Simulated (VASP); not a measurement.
AlRu: single point with PBE

Crystal: AlRu.

```
Al Ru
1.0
     2.97374    0.00000    0.00000
     0.00000    2.97374    0.00000
     0.00000    0.00000    2.97374
Al Ru
1 1
Direct
  0.00000 0.00000 0.00000
  0.50000 0.50000 0.50000
```

This cell differs from its parent crystal: volume scaled by 0.97.

```json
{
 "Program": "VASP 6.6.1",
 "Task": "single point",
 "Functional": "PBE",
 "Potentials or basis": "VASP PAW PBE potentials, release 64 (Al, Ru_pv)",
 "Cutoff": "520 eV",
 "k mesh": "14 × 14 × 14",
 "Occupations": "gaussian, width 0.1 eV",
 "Spin": "no spin polarisation"
}
```

```json
{
 "Pressure": "6.6 GPa"
}
```

Levels at points of the mesh, in eV from the Fermi level:
| k point | band 6 | band 7 | band 8 | band 9 | band 10 | band 11 | band 12 | band 13 |
| --- | --- | --- | --- | --- | --- | --- | --- | --- |
| (0.00, 0.00, 0.00) | -3.66 | 0.19 | 0.19 | 0.19 | 6.17 | 6.17 | 6.17 | 11.09 |
| (0.50, 0.00, 0.00) | -2.84 | -1.64 | -1.64 | 0.45 | 2.36 | 7.44 | 11.13 | 11.13 |
| (0.50, 0.50, 0.00) | -1.38 | -1.38 | -1.20 | -1.20 | 1.59 | 5.44 | 6.42 | 10.74 |
| (0.50, 0.50, 0.50) | -4.73 | 1.68 | 1.68 | 2.69 | 4.18 | 4.18 | 4.18 | 8.71 |

It took 35 s on 1 thread of AMD EPYC 9R45 (Zen 5), on a shared host, peak memory 0.14 GiB.
